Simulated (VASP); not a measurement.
# Ir (Fm-3m) in VASP: notebook

Runs on Ir. Level: LDA. Tasks: single point.

Everything below comes from runs of VASP 6.6.1. Logs are shortened: lines on timing, memory, paths and dates and some standing lists are left out, and cuts for length are marked.

**1. The cell of the first run**

The structure is cubic, space group Fm-3m (No. 225). The conventional cell has a = 3.812 Å, b = 3.812 Å, c = 3.812 Å, α = 90.00°, β = 90.00°, γ = 90.00°. Ir (site symmetry m-3m) has 12 Ir at 2.70 Å within 3.6 Å.

**2. Single point, LDA**

The input, INCAR:

```
ALGO     = Normal         # electronic algorithm
EDIFF    = 1E-6           # SCF threshold, eV
ENCUT    = 500            # plane-wave cutoff, eV
GGA      = CA             # functional
GGA_COMPAT= F            
ISIF     = 2              # what is computed and relaxed
ISMEAR   = -1             # smearing method
LASPH    = T              # aspherical terms in the spheres
LCHARG   = F              # write CHGCAR
LREAL    = F              # projectors in reciprocal space
LWAVE    = F              # write WAVECAR
NBANDS   = 10             # bands
NELM     = 120            # most SCF steps
PREC     = Accurate       # precision mode
SIGMA    = 0.1            # smearing width, eV
```

The input, KPOINTS:

```
k-points
0
Gamma
  23 23 23
```

The input, POSCAR:

```
Ir
1.0
    0.0000000000      1.9060927673      1.9060927673
    1.9060927673      0.0000000000      1.9060927673
    1.9060927673      1.9060927673      0.0000000000
Ir
1
Direct
    0.0000000000      0.0000000000      0.0000000000
```

Potentials or basis: VASP PAW LDA potentials, release 64 (Ir).

Run with:

```console
$ cat potpaw_LDA.64/Ir/POTCAR > POTCAR
$ mpirun -np 1 vasp_std > vasp.out
```

OUTCAR:

```text
EDIFF = 1E-6
   ENCUT = 500
   GGA = CA
   ISIF = 2
   ISMEAR = -1
   LASPH = T
   LREAL = F
   NELM = 120
   PREC = Accurate

 ion  position               nearest neighbor table
   1  0.000  0.000  0.000-

  LATTYP: Found a face centered cubic cell.
 ALAT       =     3.8121855346

  Lattice vectors:

 A1 = (   0.0000000000,   1.9060927673,   1.9060927673)
 A2 = (   1.9060927673,   0.0000000000,   1.9060927673)
 A3 = (   1.9060927673,   1.9060927673,   0.0000000000)

Analysis of symmetry for initial positions (statically):
=====================================================================
 Subroutine PRICEL returns:
 Original cell was already a primitive cell.

 Routine SETGRP: Setting up the symmetry group for a
 face centered cubic supercell.

 Subroutine GETGRP returns: Found 48 space group operations
 (whereof 48 operations were pure point group operations)
 out of a pool of 48 trial point group operations.

The static configuration has the point symmetry O_h .

Analysis of symmetry for dynamics (positions and initial velocities):
=====================================================================
 Subroutine PRICEL returns:
 Original cell was already a primitive cell.

 Routine SETGRP: Setting up the symmetry group for a
 face centered cubic supercell.

 Subroutine GETGRP returns: Found 48 space group operations
 (whereof 48 operations were pure point group operations)
 out of a pool of 48 trial point group operations.

The dynamic configuration has the point symmetry O_h .

 Subroutine INISYM returns: Found 48 space group operations
 (whereof 48 operations are pure point group operations),
 and found     1 'primitive' translations

----------------------------------------------------------------------------------------

                                     Primitive cell

  volume of cell :      13.8504

  direct lattice vectors                    reciprocal lattice vectors
     0.000000000  1.906092767  1.906092767    -0.262316719  0.262316719  0.262316719
     1.906092767  0.000000000  1.906092767     0.262316719 -0.262316719  0.262316719
     1.906092767  1.906092767  0.000000000     0.262316719  0.262316719 -0.262316719

  length of vectors
     2.695622243  2.695622243  2.695622243     0.454345884  0.454345884  0.454345884

  position of ions in fractional coordinates (direct lattice)
[... 73 lines left out ...]
   LSORBIT =      F    spin-orbit coupling
   LASPH  =      T    aspherical Exc in radial PAW
   ENCUT  =  500.0 eV  36.75 Ry    6.06 a.u.   4.91  4.91  4.91*2*pi/ulx,y,z
   NELM   =    120;   NELMIN=  2; NELMDL= -5     # of ELM steps
   EDIFF  = 0.1E-05   stopping-criterion for ELM
   LREAL  =      F    real-space projection
   EDIFFG = 0.1E-04   stopping-criterion for IOM
   NSW    =      0    number of steps for IOM
   IBRION =     -1    ionic relax: 0-MD 1-quasi-New 2-CG
   NFREE  =      0    steps in history (QN), initial steepest desc. (CG)
   ISIF   =      2    stress and relaxation
   ISYM   =      2    0-nonsym 1-usesym 2-fastsym
   POTIM  = 0.5000    time-step for ionic-motion
   TEBEG  =    0.0;   TEEND  =   0.0 temperature during run
   PSTRESS=    0.0 pullay stress
   NELECT =       9.0000    total number of electrons
   NUPDOWN=      -1.0000    fix difference up-down
   EMIN   =  10.00;   EMAX   =-10.00  energy-range for DOS
   EFERMI =   0.00;   METHOD = LEGACY
   ISMEAR =    -1;   SIGMA  =   0.10  broadening in eV -4-tet -1-fermi 0-gaus
   EFERMI_NEDOS =   21; number of points for ismear=-14 and -15
   IALGO  =     38    algorithm
   IMIX   =      4    mixing-type and parameters
     AMIX     =   0.40;   BMIX     =  1.00
     AMIX_MAG =   1.60;   BMIX_MAG =  1.00
  volume/ion in A,a.u.               =      13.85        93.47
  Fermi-wavevector in a.u.,A,eV,Ry     =   1.417974  2.679583 27.356562  2.010651
  Thomas-Fermi vector in A             =   2.539148
   LORBIT       =      0    0 simple, 1 ext, 2 COOP (PROOUT), +10 PAW based schemes
   GGA     = CA    functional components
   LHFCALC =     F    Hartree Fock is set to
   AEXX    =    0.0000 exact exchange contribution
   IVDW    =     0    specifies the selected vdW correction
   LEPSILON=     F    determine dielectric tensor
   LRPA    =     F    only Hartree local field effects (RPA)
 non-spin polarized calculation
  energy-cutoff  :      500.00
  volume of cell :       13.85
 maximum number of plane-waves:       364
   NGX =  9   NGY =  9   NGZ =  9

 number of electron       9.0000001 magnetization

 Free energy of the ion-electron system (eV)
  ---------------------------------------------------
  ext. energy  EPLUGINS =         0.00000000
  ---------------------------------------------------
  free energy    TOTEN  =       -10.34069691 eV

  energy without entropy =      -10.31348738  energy(sigma->0) =      -10.32709214

 E-fermi :  10.6608     XC(G=0): -14.2624

 val. band max:       10.6501802419   @ k =  -0.3043   0.3478   0.0435
 cond. band min:      10.6677719589   @ k =  -0.2609   0.3043   0.1304
 fundamental gap:      0.0175917170
 Fermi energy:        10.6608196649

 k-point     1 :       0.0000    0.0000    0.0000
  band No.  band energies     occupation
      1      -0.6469      2.00000
      2       6.6421      2.00000
      3       6.6421      2.00000
      4       6.6421      2.00000
      5       9.4610      1.99999
      6       9.4610      1.99999
      7      24.9875      0.00000
      8      30.6530      0.00000
      9      30.6530      0.00000
     10      30.6530      0.00000
[... 287 lines left out ...]
 k-point    24 :      -0.4783    0.0435    0.0000
  band No.  band energies     occupation
      1       2.4177      2.00000
      2       6.4788      2.00000
      3       6.6077      2.00000
      4       9.5305      1.99998
      5      11.5873      0.00019
      6      12.0751      0.00000
      7      18.1451      0.00000
      8      24.6857      0.00000
      9      30.4122      0.00000
     10      30.6179      0.00000

 [... further k-points ...]
[... 5 lines left out ...]
  --------------------------------------------------------------------------------------
  -------------------------------------------------------------------------------------
  Total        0.2058088      0.2058088      0.2058088      0.0000000     -0.0000000      0.0000000
  in kB       23.8074273     23.8074273     23.8074273      0.0000000     -0.0000000      0.0000000
  external PRESSURE =      23.8074273 kB  Pullay stress =       0.0000000 kB

 VOLUME and BASIS-vectors are now :
 -----------------------------------------------------------------------------
  energy-cutoff  :      500.00
  volume of cell :       13.85
      direct lattice vectors                 reciprocal lattice vectors
     0.000000000  1.906092767  1.906092767    -0.262316719  0.262316719  0.262316719
     1.906092767  0.000000000  1.906092767     0.262316719 -0.262316719  0.262316719
     1.906092767  1.906092767  0.000000000     0.262316719  0.262316719 -0.262316719

 POSITION                                       TOTAL-FORCE (eV/Angst)
 -----------------------------------------------------------------------------------
      0.00000      0.00000      0.00000         0.000000      0.000000     -0.000000
 -----------------------------------------------------------------------------------
    total drift:                                0.000000      0.000000     -0.000000

  FREE ENERGIE OF THE ION-ELECTRON SYSTEM (eV)
  ---------------------------------------------------
  free  energy   TOTEN  =       -10.3406969105 eV

  energy  without entropy=      -10.3134873778  energy(sigma->0) =      -10.32709214
```

OSZICAR:

```text
N       E                     dE             d eps       ncg     rms          rms(c)
DAV:   1     0.460896169885E+02    0.46090E+02   -0.42654E+03  7352   0.797E+02
DAV:   2    -0.100517666456E+02   -0.56141E+02   -0.53165E+02  7480   0.196E+02
DAV:   3    -0.109404607034E+02   -0.88869E+00   -0.88548E+00  8582   0.302E+01
DAV:   4    -0.109489596226E+02   -0.84989E-02   -0.84974E-02  8258   0.271E+00
DAV:   5    -0.109491372344E+02   -0.17761E-03   -0.17761E-03  8408   0.376E-01    0.167E+01
DAV:   6    -0.104415290894E+02    0.50761E+00   -0.87984E-01  8200   0.116E+01    0.666E+00
DAV:   7    -0.103481966668E+02    0.93332E-01   -0.25569E-01  8948   0.565E+00    0.151E+00
DAV:   8    -0.103448262878E+02    0.33704E-02   -0.17976E-03  7878   0.448E-01    0.109E+00
DAV:   9    -0.103407071593E+02    0.41191E-02   -0.21166E-03  8058   0.690E-01    0.457E-02
DAV:  10    -0.103406962416E+02    0.10918E-04   -0.12141E-05 10434   0.359E-02    0.985E-03
DAV:  11    -0.103406969105E+02   -0.66890E-06   -0.12657E-06  7486   0.826E-03
   1 F= -.10340697E+02 E0= -.10327092E+02  d E =-.272095E-01
```

Wall time 19 s (1 thread of Intel Xeon 6975P-C (Granite Rapids), shared host); peak memory 0.16 GiB.

What came out:

| Item | Value |
| --- | --- |
| Free energy | -10.3407 eV |
| Pressure | 2.4 GPa |

Levels at points of the mesh, in eV from the Fermi level:
```csv
k point,band 1,band 2,band 3,band 4,band 5,band 6,band 7,band 8,band 9
"(0.00, 0.00, 0.00)",-11.31,-4.02,-4.02,-4.02,-1.20,-1.20,14.33,19.99,19.99
```

Caveat: spin-orbit coupling is left out, which moves the levels of the heavy elements.

**3. Single point, LDA**

The input, INCAR:

```
SYSTEM = Ir
PREC = Accurate
ENCUT = 500
EDIFF = 1E-6
ISMEAR = -1
SIGMA = 0.1
LREAL = .FALSE.
LASPH = .TRUE.
NELM = 120
ALGO = Normal
ISIF = 2
LWAVE = .FALSE.
LCHARG = .FALSE.
GGA = CA
NBANDS = 10
GGA_COMPAT = .FALSE.
```

The input, KPOINTS:

```
Automatic mesh
0
G
  23 23 23
  0 0 0
```

POSCAR is that of step 2.

Potentials or basis: VASP PAW LDA potentials, release 64 (Ir).

Run with:

```console
$ cat potpaw_LDA.64/Ir/POTCAR > POTCAR
$ mpirun -np 1 vasp_std > vasp.out
```

OUTCAR:

```text
SYSTEM = Ir
   PREC = Accurate
   ENCUT = 500
   EDIFF = 1E-6
   ISMEAR = -1
   LREAL = .FALSE.
   LASPH = .TRUE.
   NELM = 120
   ISIF = 2
   GGA = CA

 ion  position               nearest neighbor table
   1  0.000  0.000  0.000-

  LATTYP: Found a face centered cubic cell.
 ALAT       =     3.8121855346

  Lattice vectors:

 A1 = (   0.0000000000,   1.9060927673,   1.9060927673)
 A2 = (   1.9060927673,   0.0000000000,   1.9060927673)
 A3 = (   1.9060927673,   1.9060927673,   0.0000000000)

Analysis of symmetry for initial positions (statically):
=====================================================================
 Subroutine PRICEL returns:
 Original cell was already a primitive cell.

 Routine SETGRP: Setting up the symmetry group for a
 face centered cubic supercell.

 Subroutine GETGRP returns: Found 48 space group operations
 (whereof 48 operations were pure point group operations)
 out of a pool of 48 trial point group operations.

The static configuration has the point symmetry O_h .

Analysis of symmetry for dynamics (positions and initial velocities):
=====================================================================
 Subroutine PRICEL returns:
 Original cell was already a primitive cell.

 Routine SETGRP: Setting up the symmetry group for a
 face centered cubic supercell.

 Subroutine GETGRP returns: Found 48 space group operations
 (whereof 48 operations were pure point group operations)
 out of a pool of 48 trial point group operations.

The dynamic configuration has the point symmetry O_h .

 Subroutine INISYM returns: Found 48 space group operations
 (whereof 48 operations are pure point group operations),
 and found     1 'primitive' translations

----------------------------------------------------------------------------------------

                                     Primitive cell

  volume of cell :      13.8504

  direct lattice vectors                    reciprocal lattice vectors
[... 103 lines left out ...]
   IMIX   =      4    mixing-type and parameters
     AMIX     =   0.40;   BMIX     =  1.00
     AMIX_MAG =   1.60;   BMIX_MAG =  1.00
  volume/ion in A,a.u.               =      13.85        93.47
  Fermi-wavevector in a.u.,A,eV,Ry     =   1.417974  2.679583 27.356562  2.010651
  Thomas-Fermi vector in A             =   2.539148
   LORBIT       =      0    0 simple, 1 ext, 2 COOP (PROOUT), +10 PAW based schemes
   GGA     = CA    functional components
   LHFCALC =     F    Hartree Fock is set to
   AEXX    =    0.0000 exact exchange contribution
   IVDW    =     0    specifies the selected vdW correction
   LEPSILON=     F    determine dielectric tensor
   LRPA    =     F    only Hartree local field effects (RPA)
 non-spin polarized calculation
  energy-cutoff  :      500.00
  volume of cell :       13.85
 maximum number of plane-waves:       364
   NGX =  9   NGY =  9   NGZ =  9

 number of electron       9.0000001 magnetization

 Free energy of the ion-electron system (eV)
  ---------------------------------------------------
  ext. energy  EPLUGINS =         0.00000000
  ---------------------------------------------------
  free energy    TOTEN  =       -10.34069691 eV

  energy without entropy =      -10.31348738  energy(sigma->0) =      -10.32709214

 E-fermi :  10.6608     XC(G=0): -14.2624

 val. band max:       10.6501802419   @ k =  -0.3043   0.3478   0.0435
 cond. band min:      10.6677719589   @ k =  -0.2609   0.3043   0.1304
 fundamental gap:      0.0175917170
 Fermi energy:        10.6608196649

 k-point     1 :       0.0000    0.0000    0.0000
  band No.  band energies     occupation
      1      -0.6469      2.00000
      2       6.6421      2.00000
      3       6.6421      2.00000
      4       6.6421      2.00000
      5       9.4610      1.99999
      6       9.4610      1.99999
      7      24.9875      0.00000
      8      30.6530      0.00000
      9      30.6530      0.00000
     10      30.6530      0.00000
[... 287 lines left out ...]
 k-point    24 :      -0.4783    0.0435    0.0000
  band No.  band energies     occupation
      1       2.4177      2.00000
      2       6.4788      2.00000
      3       6.6077      2.00000
      4       9.5305      1.99998
      5      11.5873      0.00019
      6      12.0751      0.00000
      7      18.1451      0.00000
      8      24.6857      0.00000
      9      30.4122      0.00000
     10      30.6179      0.00000

 [... further k-points ...]
[... 5 lines left out ...]
  --------------------------------------------------------------------------------------
  -------------------------------------------------------------------------------------
  Total        0.2058088      0.2058088      0.2058088      0.0000000     -0.0000000      0.0000000
  in kB       23.8074273     23.8074273     23.8074273      0.0000000     -0.0000000      0.0000000
  external PRESSURE =      23.8074273 kB  Pullay stress =       0.0000000 kB

 VOLUME and BASIS-vectors are now :
 -----------------------------------------------------------------------------
  energy-cutoff  :      500.00
  volume of cell :       13.85
      direct lattice vectors                 reciprocal lattice vectors
     0.000000000  1.906092767  1.906092767    -0.262316719  0.262316719  0.262316719
     1.906092767  0.000000000  1.906092767     0.262316719 -0.262316719  0.262316719
     1.906092767  1.906092767  0.000000000     0.262316719  0.262316719 -0.262316719

 POSITION                                       TOTAL-FORCE (eV/Angst)
 -----------------------------------------------------------------------------------
      0.00000      0.00000      0.00000         0.000000      0.000000     -0.000000
 -----------------------------------------------------------------------------------
    total drift:                                0.000000      0.000000     -0.000000

  FREE ENERGIE OF THE ION-ELECTRON SYSTEM (eV)
  ---------------------------------------------------
  free  energy   TOTEN  =       -10.3406969105 eV

  energy  without entropy=      -10.3134873778  energy(sigma->0) =      -10.32709214
```

OSZICAR:

```text
N       E                     dE             d eps       ncg     rms          rms(c)
DAV:   1     0.460896169885E+02    0.46090E+02   -0.42654E+03  7352   0.797E+02
DAV:   2    -0.100517666456E+02   -0.56141E+02   -0.53165E+02  7480   0.196E+02
DAV:   3    -0.109404607034E+02   -0.88869E+00   -0.88548E+00  8582   0.302E+01
DAV:   4    -0.109489596226E+02   -0.84989E-02   -0.84974E-02  8258   0.271E+00
DAV:   5    -0.109491372344E+02   -0.17761E-03   -0.17761E-03  8408   0.376E-01    0.167E+01
DAV:   6    -0.104415290894E+02    0.50761E+00   -0.87984E-01  8200   0.116E+01    0.666E+00
DAV:   7    -0.103481966668E+02    0.93332E-01   -0.25569E-01  8948   0.565E+00    0.151E+00
DAV:   8    -0.103448262878E+02    0.33704E-02   -0.17976E-03  7878   0.448E-01    0.109E+00
DAV:   9    -0.103407071593E+02    0.41191E-02   -0.21166E-03  8058   0.690E-01    0.457E-02
DAV:  10    -0.103406962416E+02    0.10918E-04   -0.12141E-05 10434   0.359E-02    0.985E-03
DAV:  11    -0.103406969105E+02   -0.66890E-06   -0.12657E-06  7486   0.826E-03
   1 F= -.10340697E+02 E0= -.10327092E+02  d E =-.272095E-01
```

It took 20 s on 1 thread of Intel Xeon 6975P-C (Granite Rapids), shared host; peak memory 0.16 GiB.

Results:

```yaml
Free_energy: -10.3407 eV
Pressure: 2.4 GPa
```

Caveat: spin-orbit coupling is left out, which moves the levels of the heavy elements.

**4. Single point, LDA (volume scaled by 1.04)**

The input, INCAR:

```
SYSTEM = Ir
PREC = Accurate ; ENCUT = 500
EDIFF = 1E-6 ; ISMEAR = -1
SIGMA = 0.1 ; LREAL = .False.
LASPH = .True. ; NELM = 120
ALGO = Normal ; ISIF = 2
LWAVE = .False. ; LCHARG = .True.
LELF = .True. ; LVHAR = .True.
NBANDS = 10 ; GGA_COMPAT = .False.
```

The input, KPOINTS:

```
regular mesh
0
Gamma
  23 23 23
  0 0 0
```

The input, POSCAR:

```
Ir
1.0
    0.0000000000      1.9311758117      1.9311758117
    1.9311758117      0.0000000000      1.9311758117
    1.9311758117      1.9311758117      0.0000000000
Ir
1
Direct
    0.0000000000      0.0000000000      0.0000000000
```

Run with:

```console
$ cat potpaw_LDA.64/Ir/POTCAR > POTCAR
$ mpirun -np 1 vasp_std > vasp.out
```

It took 22 s on 1 thread of Intel Xeon 6975P-C (Granite Rapids), shared host; peak memory 0.16 GiB.

The run converged. Its results:

```yaml
Free_energy: -10.3228 eV
Pressure: -12.4 GPa
```

Levels at points of the mesh, in eV from the Fermi level:
```tsv
k point	band 2	band 3	band 4	band 5	band 6	band 7
(0.00, 0.00, 0.00)	-3.78	-3.78	-3.78	-1.13	-1.13	14.41
```

Caveat: spin-orbit coupling is left out, which moves the levels of the heavy elements.
